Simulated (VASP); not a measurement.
# Al (R-3m) in VASP: single point with PBE

Aim: the single point of Al with PBE.

Program: VASP 6.6.1. These are calculated values, not measurements. Logs are shortened: lines on timing, memory, paths and dates and some standing lists are left out, and cuts for length are marked.

**1. The cell of the first run**

It takes space group R-3m (No. 166, trigonal). The conventional cell has a = 4.687 Å, b = 4.687 Å, c = 2.669 Å, α = 90.00°, β = 90.00°, γ = 120.00°. Al (site symmetry -3m) has 14 Al at 2.67 to 3.24 Å within 3.5 Å.

**2. Single point, PBE**

The input, INCAR:

```
SYSTEM = Al
PREC = Accurate
ENCUT = 520
EDIFF = 1E-7
ISMEAR = 0
SIGMA = 0.15
LREAL = .False.
LASPH = .True.
NELM = 100
ALGO = Fast
ISIF = 2
LWAVE = .False.
LCHARG = .True.
GGA = PE
LELF = .True.
LVHAR = .True.
NBANDS = 8
```

The input, KPOINTS:

```
regular mesh
0
Gamma
  28 28 28
  0 0 0
```

The input, POSCAR:

```
Al
1.0
   -1.6957812866      1.6184492410      1.6184492410
    1.6184492410     -1.6957812866      1.6184492410
    1.6184492410      1.6184492410     -1.6957812866
Al
1
Direct
    0.0000000000      0.0000000000      0.0000000000
```

Potentials or basis: VASP PAW PBE potentials, release 64 (Al).

Command:

```
$ cat potpaw_PBE.64/Al/POTCAR > POTCAR
$ mpirun -np 1 vasp_std > vasp.out
```

OUTCAR:

```text
SYSTEM = Al
   PREC = Accurate
   ENCUT = 520
   EDIFF = 1E-7
   ISMEAR = 0
   LREAL = .False.
   LASPH = .True.
   NELM = 100
   ISIF = 2
   GGA = PE

 ion  position               nearest neighbor table
   1  0.000  0.000  0.000-

  LATTYP: Found a trigonal (rhomboedric) cell.
 ALAT       =     2.8485838698
 COS(alpha) =    -0.3536531715

  Lattice vectors:

 A1 = (  -1.6957812866,   1.6184492410,   1.6184492410)
 A2 = (   1.6184492410,  -1.6957812866,   1.6184492410)
 A3 = (   1.6184492410,   1.6184492410,  -1.6957812866)

Analysis of symmetry for initial positions (statically):
=====================================================================
 Subroutine PRICEL returns:
 Original cell was already a primitive cell.

 Routine SETGRP: Setting up the symmetry group for a
 trigonal (rhombohedral) supercell.

 Subroutine GETGRP returns: Found 12 space group operations
 (whereof 12 operations were pure point group operations)
 out of a pool of 12 trial point group operations.

The static configuration has the point symmetry D_3d.

Analysis of symmetry for dynamics (positions and initial velocities):
=====================================================================
 Subroutine PRICEL returns:
 Original cell was already a primitive cell.

 Routine SETGRP: Setting up the symmetry group for a
 trigonal (rhombohedral) supercell.

 Subroutine GETGRP returns: Found 12 space group operations
 (whereof 12 operations were pure point group operations)
 out of a pool of 12 trial point group operations.

The dynamic configuration has the point symmetry D_3d.

 Subroutine INISYM returns: Found 12 space group operations
 (whereof 12 operations are pure point group operations),
 and found     1 'primitive' translations

----------------------------------------------------------------------------------------

                                     Primitive cell

  volume of cell :      16.9278

  direct lattice vectors                    reciprocal lattice vectors
    -1.695781287  1.618449241  1.618449241     0.015140531  0.316869693  0.316869693
     1.618449241 -1.695781287  1.618449241     0.316869693  0.015140531  0.316869693
     1.618449241  1.618449241 -1.695781287     0.316869693  0.316869693  0.015140531

  length of vectors
     2.848583870  2.848583870  2.848583870     0.448377119  0.448377119  0.448377119

  position of ions in fractional coordinates (direct lattice)
     0.000000000  0.000000000  0.000000000

  ion indices of the primitive-cell ions
   primitive index   ion index
                 1           1

----------------------------------------------------------------------------------------

 KPOINTS: regular mesh

Automatic generation of k-mesh.
 Grid dimensions read from file:
 generate k-points for:   28   28   28

 Generating k-lattice:

  Cartesian coordinates                     Fractional coordinates (reciprocal lattice)
     0.000540733  0.011316775  0.011316775     0.035714286  0.000000000  0.000000000
     0.011316775  0.000540733  0.011316775     0.000000000  0.035714286  0.000000000
     0.011316775  0.011316775  0.000540733    -0.000000000 -0.000000000  0.035714286

  Length of vectors
     0.016013469  0.016013469  0.016013469

  Shift w.r.t. Gamma in fractional coordinates (k-lattice)
     0.000000000  0.000000000  0.000000000

 Subroutine IBZKPT returns following result:
 ===========================================

 Found   2045 irreducible k-points:

 Following reciprocal coordinates:
            Coordinates               Weight
  0.000000  0.000000  0.000000      1.000000
  0.035714  0.000000  0.000000      6.000000
  0.071429  0.000000  0.000000      6.000000
  0.107143 -0.000000 -0.000000      6.000000
  0.142857 -0.000000 -0.000000      6.000000
  0.178571 -0.000000 -0.000000      6.000000
[... 16 lines left out ...]
  0.285714  0.035714 -0.000000     12.000000
  0.321429  0.035714 -0.000000     12.000000
 [... further k-points ...]
   k-points           NKPTS =   2045   k-points in BZ     NKDIM =   2045   number of bands    NBANDS=      8
   number of dos      NEDOS =    301   number of ions     NIONS =      1
   total plane-waves  NPLWV =  13824
   dimension x,y,z NGX =    24 NGY =   24 NGZ =   24
   dimension x,y,z NGXF=    48 NGYF=   48 NGZF=   48
   ions per type =               1
   NGX,Y,Z   is equivalent  to a cutoff of  14.01, 14.01, 14.01 a.u.
   NGXF,Y,Z  is equivalent  to a cutoff of  28.01, 28.01, 28.01 a.u.
 SYSTEM =  Al
   PREC   = accura    normal or accurate (medium, high low for compatibility)
   ISTART =      0    job   : 0-new  1-cont  2-samecut
   ICHARG =      2    charge: 1-file 2-atom 10-const
   ISPIN  =      1    spin polarized calculation?
   LNONCOLLINEAR =      F non collinear calculations
   LSORBIT =      F    spin-orbit coupling
   LASPH  =      T    aspherical Exc in radial PAW
   ENCUT  =  520.0 eV  38.22 Ry    6.18 a.u.   5.30  5.30  5.30*2*pi/ulx,y,z
   NELM   =    100;   NELMIN=  2; NELMDL= -5     # of ELM steps
   EDIFF  = 0.1E-06   stopping-criterion for ELM
   LREAL  =      F    real-space projection
   EDIFFG = 0.1E-05   stopping-criterion for IOM
   NSW    =      0    number of steps for IOM
   IBRION =     -1    ionic relax: 0-MD 1-quasi-New 2-CG
   NFREE  =      0    steps in history (QN), initial steepest desc. (CG)
   ISIF   =      2    stress and relaxation
   ISYM   =      2    0-nonsym 1-usesym 2-fastsym
   POTIM  = 0.5000    time-step for ionic-motion
   TEBEG  =    0.0;   TEEND  =   0.0 temperature during run
   PSTRESS=    0.0 pullay stress
   NELECT =       3.0000    total number of electrons
   NUPDOWN=      -1.0000    fix difference up-down
   EMIN   =  10.00;   EMAX   =-10.00  energy-range for DOS
   EFERMI =   0.00;   METHOD = LEGACY
   ISMEAR =     0;   SIGMA  =   0.15  broadening in eV -4-tet -1-fermi 0-gaus
   EFERMI_NEDOS =   21; number of points for ismear=-14 and -15
   IALGO  =     68    algorithm
   IMIX   =      4    mixing-type and parameters
     AMIX     =   0.40;   BMIX     =  1.00
     AMIX_MAG =   1.60;   BMIX_MAG =  1.00
  volume/ion in A,a.u.               =      16.93       114.23
  Fermi-wavevector in a.u.,A,eV,Ry     =   0.919563  1.737722 11.505037  0.845596
  Thomas-Fermi vector in A             =   2.044771
   LORBIT       =      0    0 simple, 1 ext, 2 COOP (PROOUT), +10 PAW based schemes
   GGA     = PE    functional components
   LHFCALC =     F    Hartree Fock is set to
   AEXX    =    0.0000 exact exchange contribution
   IVDW    =     0    specifies the selected vdW correction
   LEPSILON=     F    determine dielectric tensor
   LRPA    =     F    only Hartree local field effects (RPA)
 non-spin polarized calculation
 RMM-DIIS sequential band-by-band and
 Gauss-broadening in eV      SIGMA  =   0.15
  energy-cutoff  :      520.00
  volume of cell :       16.93
 maximum number of plane-waves:       472
 NGX is ok and might be reduce to    24
   NGX = 11   NGY = 11   NGZ = 11

 number of electron       3.0000000 magnetization

 Free energy of the ion-electron system (eV)
  ---------------------------------------------------
  ext. energy  EPLUGINS =         0.00000000
  ---------------------------------------------------
  free energy    TOTEN  =        -3.63557604 eV

  energy without entropy =       -3.63058613  energy(sigma->0) =       -3.63308109

 E-fermi :   7.7209     XC(G=0): -10.1056

 val. band max:        7.7167409120   @ k =  -0.3571   0.3929   0.1429
 cond. band min:       7.7217454930   @ k =  -0.3571  -0.4286   0.2857
 fundamental gap:      0.0050045809
 Fermi energy:         7.7208623801

 k-point     1 :       0.0000    0.0000    0.0000
  band No.  band energies     occupation
      1      -3.2212      2.00000
      2      20.1662      0.00000
      3      20.7490      0.00000
      4      20.7490      0.00000
      5      21.1312      0.00000
      6      21.1312      0.00000
      7      23.4153      0.00000
      8      24.4108      0.00000

 k-point     2 :       0.0357    0.0000    0.0000
  band No.  band energies     occupation
      1      -3.1832      2.00000
      2      19.8348      0.00000
      3      20.3866      0.00000
      4      20.4579      0.00000
      5      21.2674      0.00000
      6      21.6070      0.00000
      7      23.3897      0.00000
      8      23.8721      0.00000

 k-point     3 :       0.0714    0.0000    0.0000
  band No.  band energies     occupation
      1      -3.0693      2.00000
      2      19.1658      0.00000
      3      19.7285      0.00000
      4      19.9460      0.00000
      5      21.3336      0.00000
      6      22.2005      0.00000
      7      22.6594      0.00000
      8      23.5701      0.00000

 k-point     4 :       0.1071   -0.0000   -0.0000
  band No.  band energies     occupation
      1      -2.8797      2.00000
      2      18.2707      0.00000
      3      18.8754      0.00000
      4      19.3809      0.00000
      5      21.1726      0.00000
      6      21.9380      0.00000
      7      22.6839      0.00000
      8      23.2079      0.00000

 k-point     5 :       0.1429   -0.0000   -0.0000
  band No.  band energies     occupation
      1      -2.6147      2.00000
      2      17.0072      0.00000
      3      18.1806      0.00000
      4      18.8156      0.00000
      5      20.7711      0.00000
      6      21.3830      0.00000
      7      23.0910      0.00000
      8      23.1253      0.00000
[... 177 lines left out ...]
 k-point    22 :       0.2500    0.0357   -0.0000
  band No.  band energies     occupation
      1      -1.0482      2.00000
      2      11.9508      0.00000
      3      16.3503      0.00000
      4      17.4859      0.00000
      5      18.6344      0.00000
      6      19.8699      0.00000
      7      23.6733      0.00000
      8      25.1456      0.00000

 k-point    23 :       0.2857    0.0357   -0.0000
  band No.  band energies     occupation
      1      -0.4478      2.00000
      2      10.5774      0.00000
      3      15.9543      0.00000
      4      17.0356      0.00000
      5      18.2995      0.00000
      6      19.5721      0.00000
      7      24.1535      0.00000
      8      25.7554      0.00000

 k-point    24 :       0.3214    0.0357   -0.0000
  band No.  band energies     occupation
      1       0.2239      2.00000
      2       9.2572      0.00000
      3      15.6146      0.00000
      4      16.6469      0.00000
      5      18.0305      0.00000
      6      19.3180      0.00000
      7      24.6968      0.00000
      8      26.4131      0.00000

 [... further k-points ...]
[... 5 lines left out ...]
  --------------------------------------------------------------------------------------
  -------------------------------------------------------------------------------------
  Total        0.0595725      0.0595725      0.0595725      0.2553320      0.2553320      0.2553320
  in kB        5.6383901      5.6383901      5.6383901     24.1665587     24.1665587     24.1665587
  external PRESSURE =       5.6383901 kB  Pullay stress =       0.0000000 kB

 VOLUME and BASIS-vectors are now :
 -----------------------------------------------------------------------------
  energy-cutoff  :      520.00
  volume of cell :       16.93
      direct lattice vectors                 reciprocal lattice vectors
    -1.695781287  1.618449241  1.618449241     0.015140531  0.316869693  0.316869693
     1.618449241 -1.695781287  1.618449241     0.316869693  0.015140531  0.316869693
     1.618449241  1.618449241 -1.695781287     0.316869693  0.316869693  0.015140531

 POSITION                                       TOTAL-FORCE (eV/Angst)
 -----------------------------------------------------------------------------------
      0.00000      0.00000      0.00000         0.000000      0.000000      0.000000
 -----------------------------------------------------------------------------------
    total drift:                                0.000000      0.000000      0.000000

  FREE ENERGIE OF THE ION-ELECTRON SYSTEM (eV)
  ---------------------------------------------------
  free  energy   TOTEN  =        -3.6355760438 eV

  energy  without entropy=       -3.6305861315  energy(sigma->0) =       -3.63308109
```

It took 4.5 min on 1 thread of Intel Xeon 8259CL, shared host; peak memory 0.35 GiB.

Results:

```
Free energy            : -3.6356 eV
Pressure               : 0.6 GPa
Band gap on the k mesh : zero (an odd number of electrons rules out a gap without spin polarisation)
```

Levels at points of the mesh, in eV from the Fermi level:
```tsv
k point	band 1	band 2	band 3	band 4	band 5
(0.00, 0.00, 0.00)	-10.94	12.45	13.03	13.03	13.41
(0.50, 0.00, 0.00)	-3.99	-3.34	7.57	8.13	9.62
(0.50, 0.50, 0.00)	-4.41	-4.27	7.69	8.00	10.92
(0.50, 0.50, 0.50)	1.40	2.11	2.11	3.07	3.07
```
